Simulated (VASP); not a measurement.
Write the native input for VASP 6.6.1 that does the following.

```yaml
Task: single point
Functional: r2SCAN
Potentials_or_basis: VASP PAW PBE potentials, release 64 (Te, Mo_sv)
Cutoff: 520 eV
k_mesh: 9 × 9 × 2
Occupations: fermi-dirac, width 0.05 eV
Spin: no spin polarisation
Dipole_correction: no
Further_INCAR_settings: ALGO = Normal; EDIFF = 1e-06; NBANDS = 20
```

Te2Mo, a slab with vacuum:

```
Te Mo
1.0
     3.58381    0.00000    0.00000
    -1.79191    3.10367    0.00000
     0.00000    0.00000   17.64011
Te Mo
2 1
Direct
  0.33333 0.66667 0.10214
  0.33333 0.66667 0.89786
  0.00000 0.00000 0.00000
```

The input as run:

POSCAR

```
Te2Mo
1.0
    3.5838112019      0.0000000000      0.0000000000
   -1.7919056009      3.1036715432      0.0000000000
    0.0000000000      0.0000000000     17.6401145653
Te Mo
2 1
Direct
    0.3333333333      0.6666666667      0.1021445500
    0.3333333333      0.6666666667      0.8978554500
    0.0000000000      0.0000000000      0.0000000000
```

INCAR.step1

```
SYSTEM = Te2Mo
PREC = Accurate
ENCUT = 520
ISMEAR = -1
SIGMA = 0.05
LREAL = .False.
LASPH = .True.
NELM = 60
NBANDS = 20
GGA = PE
ALGO = Normal
EDIFF = 1E-4
LWAVE = .True.
LCHARG = .False.
```

INCAR.step2

```
SYSTEM = Te2Mo
PREC = Accurate
ENCUT = 520
EDIFF = 1E-6
ISMEAR = -1
SIGMA = 0.05
LREAL = .False.
LASPH = .True.
NELM = 60
ALGO = Normal
ISIF = 2
LWAVE = .False.
LCHARG = .True.
METAGGA = R2SCAN
LMIXTAU = .True.
LELF = .True.
LVHAR = .True.
NBANDS = 20
ISTART = 1
```

KPOINTS

```
Automatic mesh
0
Gamma
  9 9 2
  0 0 0
```

Potentials or basis: VASP PAW PBE potentials, release 64 (Te, Mo_sv).

Command:

```console
$ cat potpaw_PBE.64/Te/POTCAR potpaw_PBE.64/Mo_sv/POTCAR > POTCAR
$ cp INCAR.step1 INCAR
$ mpirun -np 1 vasp_std > vasp.out
$ cp INCAR.step2 INCAR
$ mpirun -np 1 vasp_std > vasp.out
```

It gave:

```json
{
  "Largest force": "0.261 eV/Å",
  "Band gap on the k mesh": "1.09 eV"
}
```

Caveat: the PAW data sets were made with another functional, which shifts forces and pressure a little; spin-orbit coupling is left out, which moves the levels of the heavy elements.

Run time: 12 min on 1 thread of Intel Xeon 8259CL, with other jobs on the host, peak memory 0.42 GiB.
